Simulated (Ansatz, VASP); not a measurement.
**One calculation of BAs, two programs**

Contents of INCAR:

```
PREC = Accurate
ENCUT = 520
EDIFF = 1E-6
ISMEAR = 0
SIGMA = 0.1
LREAL = F
LASPH = T
NELM = 100
ALGO = Normal
ISIF = 2
LWAVE = F
LCHARG = F
```

KPOINTS

```
regular mesh
0
Gamma
  10 10 10
```

The input POSCAR:

```
BAs
3.3778
    0.000000000000      0.707117058440      0.707117058440
    0.707117058440      0.000000000000      0.707117058440
    0.707117058440      0.707117058440      0.000000000000
As B
1 1
Direct
    0.7500000000      0.7500000000      0.7500000000
    0.0000000000      0.0000000000      0.0000000000
```

Contents of input.yaml:

```yaml
crystal:
  lattice:
    - [0.0, 2.3885, 2.3885]
    - [2.3885, 0.0, 2.3885]
    - [2.3885, 2.3885, 0.0]
  atoms:
    - { symbol: As, position: [0.75, 0.75, 0.75] }
    - { symbol: B, position: [0.0, 0.0, 0.0] }
hamiltonian:
  xc: lda
  pseudopotentials: { kind: paw }
kpoints:
  mp_grid: { grid: [10, 10, 10] }
scf:
  occupations: { method: gaussian, width: 0.1 }
output:
  forces: true
  stress: true
  eigenvalues: true
  write_density: true
  write_potential: true
  elf: true
  volumetric_format: npy
```

Alike in both runs: task single point; functional LDA; k mesh 10 × 10 × 10; occupations gaussian, width 0.1 eV; no spin polarisation.

|  | VASP | Ansatz |
| --- | --- | --- |
| version | VASP 6.6.1 | Ansatz 0.2.0 |
| potentials or method | VASP PAW LDA potentials, release 64 (As, B) | Ansatz PAW |
| plane-wave cutoff (eV) | 520 | 420 |
| valence electrons in the cell | 8 | 18 |

```csv
,VASP,Ansatz,Ansatz less VASP
gap on the k mesh at the Fermi level (eV),1.12,1.13,+0.007
least direct gap on the mesh (eV),3.25,3.25,+0.004
pressure (GPa),-3.1,-3.9,-0.84
```

LDA's correlation is that of Perdew and Zunger in VASP and of Perdew and Wang (1992) in Ansatz. VASP's potentials hold 8 valence electrons a cell and Ansatz's 18, so a difference there can come from the potentials and not from the codes.
